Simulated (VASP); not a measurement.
# As in VASP: notebook

The runs below take As through single point, with PBE+D3(BJ).

Everything below comes from runs of VASP 6.6.1. Logs are shortened: lines on timing, memory, paths and dates and some standing lists are left out, and cuts for length are marked.

## 1. The cell of the first run

The cell holds a slab with vacuum, 2 atoms: a = 3.348 Å, b = 3.348 Å, c = 28.574 Å, α = 90.00°, β = 90.00°, γ = 120.00°.

## 2. Single point, PBE+D3(BJ)

The input, INCAR:

```
SYSTEM = As
PREC = Accurate
ENCUT = 520
EDIFF = 1E-6
ISMEAR = 0
SIGMA = 0.02
LREAL = .FALSE.
LASPH = .TRUE.
NELM = 100
ALGO = Normal
ISIF = 2
LWAVE = .FALSE.
LCHARG = .FALSE.
LDIPOL = .TRUE.
IDIPOL = 3
DIPOL = 0.5 0.5 0.500
GGA = PE
IVDW = 12
NBANDS = 12
```

The input, KPOINTS:

```
regular mesh
0
G
  9 9 1
  0 0 0
```

The input, POSCAR:

```
As
1.0
    3.3480000000      0.0000000000      0.0000000000
   -1.6740000000      2.8994530519      0.0000000000
    0.0000000000      0.0000000000     28.5742413766
As
2
Direct
    0.3333333333      0.6666666667      0.4947680151
    0.6666666667      0.3333333333      0.5052319849
```

Potentials or basis: VASP PAW PBE potentials, release 64 (As).

The run is started by

```console
> cat potpaw_PBE.64/As/POTCAR > POTCAR
> mpirun -np 1 vasp_std > vasp.out
```

OUTCAR:

```text
SYSTEM = As
   PREC = Accurate
   ENCUT = 520
   EDIFF = 1E-6
   ISMEAR = 0
   LREAL = .FALSE.
   LASPH = .TRUE.
   NELM = 100
   ISIF = 2
   GGA = PE
   IVDW = 12
 IVDW          = 12

 ion  position               nearest neighbor table
   1  0.333  0.667  0.495-   2 1.96   2 1.96   2 1.96
   2  0.667  0.333  0.505-   1 1.96   1 1.96   1 1.96

  LATTYP: Found a hexagonal cell.
 ALAT       =     3.3480000000
 C/A-ratio  =     8.5347196465

  Lattice vectors:

 A1 = (   3.3480000000,   0.0000000000,   0.0000000000)
 A2 = (  -1.6740000000,   2.8994530519,   0.0000000000)
 A3 = (   0.0000000000,   0.0000000000,  28.5742413766)

Analysis of symmetry for initial positions (statically):
=====================================================================
 Subroutine PRICEL returns:
 Original cell was already a primitive cell.

 Routine SETGRP: Setting up the symmetry group for a
 hexagonal supercell.

 Subroutine GETGRP returns: Found 12 space group operations
 (whereof 12 operations were pure point group operations)
 out of a pool of 24 trial point group operations.

The static configuration has the point symmetry D_3d.

Analysis of symmetry for dynamics (positions and initial velocities):
=====================================================================
 Subroutine PRICEL returns:
 Original cell was already a primitive cell.

 Routine SETGRP: Setting up the symmetry group for a
 hexagonal supercell.

 Subroutine GETGRP returns: Found 12 space group operations
 (whereof 12 operations were pure point group operations)
 out of a pool of 24 trial point group operations.

The dynamic configuration has the point symmetry D_3d.

 Subroutine INISYM returns: Found 12 space group operations
 (whereof 12 operations are pure point group operations),
 and found     1 'primitive' translations

----------------------------------------------------------------------------------------

                                     Primitive cell

  volume of cell :     277.3807

  direct lattice vectors                    reciprocal lattice vectors
     3.348000000  0.000000000  0.000000000     0.298685783  0.172446317  0.000000000
    -1.674000000  2.899453052  0.000000000     0.000000000  0.344892634  0.000000000
     0.000000000  0.000000000 28.574241377     0.000000000  0.000000000  0.034996555

  length of vectors
     3.348000000  3.348000000 28.574241377     0.344892634  0.344892634  0.034996555

  position of ions in fractional coordinates (direct lattice)
     0.333333333  0.666666667  0.494768015
     0.666666667  0.333333333  0.505231985

  ion indices of the primitive-cell ions
   primitive index   ion index
                 1           1
                 2           2

----------------------------------------------------------------------------------------

 KPOINTS: regular mesh

Automatic generation of k-mesh.
 Grid dimensions read from file:
 generate k-points for:    9    9    1

 Generating k-lattice:

  Cartesian coordinates                     Fractional coordinates (reciprocal lattice)
     0.033187309  0.019160702  0.000000000     0.111111111  0.000000000  0.000000000
     0.000000000  0.038321404  0.000000000     0.000000000  0.111111111  0.000000000
     0.000000000  0.000000000  0.034996555     0.000000000  0.000000000  1.000000000

  Length of vectors
     0.038321404  0.038321404  0.034996555

  Shift w.r.t. Gamma in fractional coordinates (k-lattice)
     0.000000000  0.000000000  0.000000000

 Subroutine IBZKPT returns following result:
 ===========================================

 Found     12 irreducible k-points:

 Following reciprocal coordinates:
            Coordinates               Weight
  0.000000  0.000000  0.000000      1.000000
  0.111111  0.000000  0.000000      6.000000
  0.222222  0.000000  0.000000      6.000000
  0.333333  0.000000  0.000000      6.000000
  0.444444  0.000000  0.000000      6.000000
  0.111111  0.111111  0.000000      6.000000
  0.222222  0.111111  0.000000     12.000000
  0.333333  0.111111  0.000000     12.000000
  0.444444  0.111111  0.000000      6.000000
  0.222222  0.222222  0.000000      6.000000
  0.333333  0.222222  0.000000     12.000000
  0.333333  0.333333  0.000000      2.000000
   k-points           NKPTS =     12   k-points in BZ     NKDIM =     12   number of bands    NBANDS=     12
   number of dos      NEDOS =    301   number of ions     NIONS =      2
   total plane-waves  NPLWV = 169344
   dimension x,y,z NGX =    28 NGY =   28 NGZ =  216
   dimension x,y,z NGXF=    56 NGYF=   56 NGZF=  432
   ions per type =               2
   NGX,Y,Z   is equivalent  to a cutoff of  13.90, 13.90, 12.57 a.u.
   NGXF,Y,Z  is equivalent  to a cutoff of  27.81, 27.81, 25.13 a.u.
 SYSTEM =  As
   PREC   = accura    normal or accurate (medium, high low for compatibility)
   ISTART =      0    job   : 0-new  1-cont  2-samecut
   ICHARG =      2    charge: 1-file 2-atom 10-const
   ISPIN  =      1    spin polarized calculation?
   LNONCOLLINEAR =      F non collinear calculations
   LSORBIT =      F    spin-orbit coupling
   LASPH  =      T    aspherical Exc in radial PAW
   ENCUT  =  520.0 eV  38.22 Ry    6.18 a.u.   6.23  6.23 53.13*2*pi/ulx,y,z
   NELM   =    100;   NELMIN=  2; NELMDL= -5     # of ELM steps
   EDIFF  = 0.1E-05   stopping-criterion for ELM
   LREAL  =      F    real-space projection
   EDIFFG = 0.1E-04   stopping-criterion for IOM
   NSW    =      0    number of steps for IOM
   IBRION =     -1    ionic relax: 0-MD 1-quasi-New 2-CG
   NFREE  =      0    steps in history (QN), initial steepest desc. (CG)
   ISIF   =      2    stress and relaxation
   ISYM   =      2    0-nonsym 1-usesym 2-fastsym
   POTIM  = 0.5000    time-step for ionic-motion
   TEBEG  =    0.0;   TEEND  =   0.0 temperature during run
   PSTRESS=    0.0 pullay stress
   NELECT =      10.0000    total number of electrons
   NUPDOWN=      -1.0000    fix difference up-down
   EMIN   =  10.00;   EMAX   =-10.00  energy-range for DOS
   EFERMI =   0.00;   METHOD = LEGACY
   ISMEAR =     0;   SIGMA  =   0.02  broadening in eV -4-tet -1-fermi 0-gaus
   EFERMI_NEDOS =   21; number of points for ismear=-14 and -15
   IALGO  =     38    algorithm
   IMIX   =      4    mixing-type and parameters
     AMIX     =   0.40;   BMIX     =  1.00
     AMIX_MAG =   1.60;   BMIX_MAG =  1.00
  volume/ion in A,a.u.               =     138.69       935.93
  Fermi-wavevector in a.u.,A,eV,Ry     =   0.540816  1.021994  3.979456  0.292482
  Thomas-Fermi vector in A             =   1.568118
   LORBIT       =      0    0 simple, 1 ext, 2 COOP (PROOUT), +10 PAW based schemes
   GGA     = PE    functional components
   LHFCALC =     F    Hartree Fock is set to
   AEXX    =    0.0000 exact exchange contribution
   IVDW    =    12    specifies the selected vdW correction
   LEPSILON=     F    determine dielectric tensor
   LRPA    =     F    only Hartree local field effects (RPA)
 non-spin polarized calculation
 Gauss-broadening in eV      SIGMA  =   0.02
  energy-cutoff  :      520.00
  volume of cell :      277.38
 maximum number of plane-waves:      7523
 NGX is ok and might be reduce to    28
   NGX = 13   NGY = 13   NGZ =107

 dipolmoment           0.000000      0.000000      0.000000 electrons x Angstroem

 number of electron      10.0000000 magnetization

 dipolmoment           0.000000      0.000000     -0.000000 electrons x Angstroem

 Free energy of the ion-electron system (eV)
  ---------------------------------------------------
  ext. energy  EPLUGINS =         0.00000000
  ---------------------------------------------------
  free energy    TOTEN  =        -1.10997661 eV

  energy without entropy =       -1.10854911  energy(sigma->0) =       -1.10926286

 E-fermi :  -1.6303     XC(G=0):  -1.7046

 val. band max:       -1.6474319783   @ k =   0.3333   0.1111   0.0000
 cond. band min:      -1.6195579589   @ k =   0.3333   0.0000   0.0000
 fundamental gap:      0.0278740194
 Fermi energy:        -1.6302588587

 k-point     1 :       0.0000    0.0000    0.0000
  band No.  band energies     occupation
      1     -21.2563      2.00000
      2      -9.4057      2.00000
      3      -6.7160      2.00000
      4      -6.7160      2.00000
      5      -1.7651      2.00000
      6      -0.7959      0.00000
      7      -0.3623      0.00000
      8      -0.3623      0.00000
      9       1.0733      0.00000
     10       1.4228      0.00000
     11       1.8017      0.00000
     12       1.8824      0.00000

 k-point     2 :       0.1111    0.0000    0.0000
  band No.  band energies     occupation
      1     -21.0510      2.00000
      2      -9.2146      2.00000
      3      -8.2339      2.00000
      4      -7.1657      2.00000
      5      -1.3070      0.00000
      6      -0.6327      0.00000
      7       0.2677      0.00000
      8       0.4811      0.00000
      9       1.2915      0.00000
     10       1.6397      0.00000
     11       2.0215      0.00000
     12       2.0662      0.00000

 k-point     3 :       0.2222    0.0000    0.0000
  band No.  band energies     occupation
      1     -20.4401      2.00000
      2     -10.8752      2.00000
      3      -8.5542      2.00000
      4      -8.0331      2.00000
      5      -2.0995      2.00000
      6      -0.3923      0.00000
      7       1.4273      0.00000
      8       1.9522      0.00000
      9       2.3221      0.00000
     10       2.5072      0.00000
     11       2.6775      0.00000
     12       2.8511      0.00000
[... 106 lines left out ...]
 k-point    11 :       0.3333    0.2222    0.0000
  band No.  band energies     occupation
      1     -17.6618      2.00000
      2     -15.4364      2.00000
      3     -11.3988      2.00000
      4      -5.8447      2.00000
      5      -3.6414      2.00000
      6       0.9601      0.00000
      7       1.6905      0.00000
      8       3.4892      0.00000
      9       4.1664      0.00000
     10       5.3186      0.00000
     11       5.6197      0.00000
     12       5.8648      0.00000

 k-point    12 :       0.3333    0.3333    0.0000
  band No.  band energies     occupation
      1     -16.4954      2.00000
      2     -16.4954      2.00000
      3     -12.0464      2.00000
      4      -4.7133      2.00000
      5      -4.7133      2.00000
      6       1.0819      0.00000
      7       3.9261      0.00000
      8       3.9261      0.00000
      9       4.0375      0.00000
     10       5.4496      0.00000
     11       5.4496      0.00000
     12       6.3669      0.00000

------------------------ aborting loop because EDIFF is reached ----------------------------------------

 vacuum level on the upper side and lower side of the slab       (xc-potential included)        -0.007        -0.007

 Edisp (eV)   -0.50577

 E8    (eV) :    -0.2292

  FORCE on cell =-STRESS in cart. coord.  units (eV):
  Direction    XX          YY          ZZ          XY          YZ          ZX
  --------------------------------------------------------------------------------------
  -------------------------------------------------------------------------------------
  Total      34.22279    34.22279     1.60210    -0.00000     0.00000    -0.00000
  in kB     197.67408   197.67408     9.25386    -0.00000     0.00000    -0.00000
  external pressure =      134.87 kB  Pullay stress =        0.00 kB

 VOLUME and BASIS-vectors are now :
 -----------------------------------------------------------------------------
  energy-cutoff  :      520.00
  volume of cell :      277.38
      direct lattice vectors                 reciprocal lattice vectors
     3.348000000  0.000000000  0.000000000     0.298685783  0.172446317  0.000000000
    -1.674000000  2.899453052  0.000000000     0.000000000  0.344892634  0.000000000
     0.000000000  0.000000000 28.574241377     0.000000000  0.000000000  0.034996555

 POSITION                                       TOTAL-FORCE (eV/Angst)
 -----------------------------------------------------------------------------------
     -0.00000      1.93297     14.13762        -0.000000      0.000000     -5.369339
      1.67400      0.96648     14.43662         0.000000      0.000000      5.369339
 -----------------------------------------------------------------------------------
    total drift:                                0.000000      0.000000      0.000000

  FREE ENERGIE OF THE ION-ELECTRON SYSTEM (eV)
  ---------------------------------------------------
  free  energy   TOTEN  =        -1.6157448526 eV

  energy  without entropy=       -1.6143173488  energy(sigma->0) =       -1.61503110

 vacuum level on the upper side and lower side of the slab         1.413         1.413
```

It took 2.4 min on 1 thread of Intel Xeon Platinum 8259CL at 2.50GHz (Skylake/Cascade Lake), shared host; peak memory 0.41 GiB.

What came out:

- Free energy: -1.6157 eV
- Largest force: 5.369 eV/Å
- Band gap on the k mesh: zero (band 5 reaches -0.46 eV, above the bottom of band 6 at -3.06 eV)
- Dispersion energy per atom: -0.253 eV

Forces in eV/Å, atoms in the order of the input:
```
As   0.000  0.000 -5.369
As   0.000  0.000  5.369
```

Levels at points of the mesh, in eV from the Fermi level:
```tsv
k point	band 2	band 3	band 4	band 5	band 6	band 7	band 8	band 9
(0.00, 0.00, 0.00)	-7.78	-5.09	-5.09	-0.13	0.83	1.27	1.27	2.70
```

## 3. Single point, PBE+D3(BJ)

The input, INCAR:

```
SYSTEM = As
PREC = Accurate
ENCUT = 520
EDIFF = 1E-6
ISMEAR = 0
SIGMA = 0.02
LREAL = .False.
LASPH = .True.
NELM = 100
ALGO = Normal
ISIF = 2
LWAVE = .False.
LCHARG = .True.
LDIPOL = .True.
IDIPOL = 3
DIPOL = 0.5 0.5 0.500
GGA = PE
IVDW = 12
LELF = .True.
LVHAR = .True.
LVACPOTAV = .True.
NBANDS = 12
```

The input, KPOINTS:

```
Automatic mesh
0
Gamma
  9 9 1
  0 0 0
```

The input, POSCAR:

```
As
1.0
    3.3480000000      0.0000000000      0.0000000000
   -1.6740000000      2.8994530519      0.0000000000
    0.0000000000      0.0000000000     28.5742413766
As
2
Direct
    0.3333333333      0.6666666667      0.4738050788
    0.6666666667      0.3333333333      0.5261949212
```

Potentials or basis: VASP PAW PBE potentials, release 64 (As).

The run is started by

```console
> cat potpaw_PBE.64/As/POTCAR > POTCAR
> mpirun -np 1 vasp_std > vasp.out
```

It took 2.5 min on 1 thread of Intel Xeon Platinum 8259CL at 2.50GHz (Skylake/Cascade Lake), shared host; peak memory 0.39 GiB.

The run converged. Its results:

```
Free energy                            : -9.5360 eV
Largest force                          : 0.414 eV/Å
Band gap on the k mesh                 : 0.24 eV, indirect (least direct gap 2.27 eV)
Dispersion energy per atom             : -0.240 eV
Ionisation potential of the upper face : 4.04 eV
```

Forces on the atoms (eV/Å):
```
As   0.000  0.000  0.414
As   0.000  0.000 -0.414
```

Levels at points of the mesh, in eV from the valence-band top:
```
           k point  band 1  band 2  band 3  band 4  band 5  band 6  band 7  band 8  band 9  band 10
(0.00, 0.00, 0.00)  -15.37   -8.97   -2.54    0.00    0.00    2.27    3.34    3.34    3.77     3.77
```
